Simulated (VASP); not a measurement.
Input of a VASP 6.6.1 run:

The input INCAR:

```
ALGO = Normal
EDIFF = 1E-7
EDIFFG = -0.08
ENCUT = 600
GGA = PE
GGA_COMPAT = F
IBRION = 2
ISIF = 3
ISMEAR = 0
LASPH = T
LCHARG = F
LMAXMIX = 6
LREAL = F
LWAVE = F
NELM = 200
NELMIN = 4
NSW = 36
PREC = Accurate
SIGMA = 0.2
```

Contents of KPOINTS:

```
k-points
0
Gamma
  4 4 3
```

The input POSCAR:

```
Ho2Sb2N
1.0
    4.3274606100      0.0000000000      0.0000000000
   -2.1637303000      3.7476908200      0.0000000000
    0.0000000000      0.0000000000      7.2095602900
Ho Sb N
2 2 1
Direct
    0.6666666700      0.3333333300      0.6723608700
    0.6666666700      0.3333333300      0.3276391300
    0.0000000000      0.0000000000      0.0000000000
    0.0000000000      0.0000000000      0.5000000000
    0.6666666700      0.3333333300      0.0000000000
```

Potentials or basis: VASP PAW PBE potentials, release 64 (Ho_3, Sb, N), 4f in core.

Launch:

```console
$ cat potpaw_PBE.64/Ho_3/POTCAR potpaw_PBE.64/Sb/POTCAR potpaw_PBE.64/N/POTCAR > POTCAR
$ mpirun -np 1 vasp_std > vasp.out
```

(1) Predict the band gap on the k mesh.

(2) Estimate the relaxed volume.

(3) Predict the space group after relaxing (to 0.1 Å).

Answers

(1) zero (an odd number of electrons rules out a gap without spin polarisation).

(2) 26.22 Å³/atom.

(3) P-6m2 (No. 187).

Caveat: the k points lie up to 0.42 Å⁻¹ apart in the final cell, too coarse for converged energies and pressures of a metal; spin-orbit coupling is left out, which moves the levels of the heavy elements; the 4f electrons are frozen in the core, so they carry no moment and show no levels; the run has no spin polarisation, though such a crystal can be magnetic.
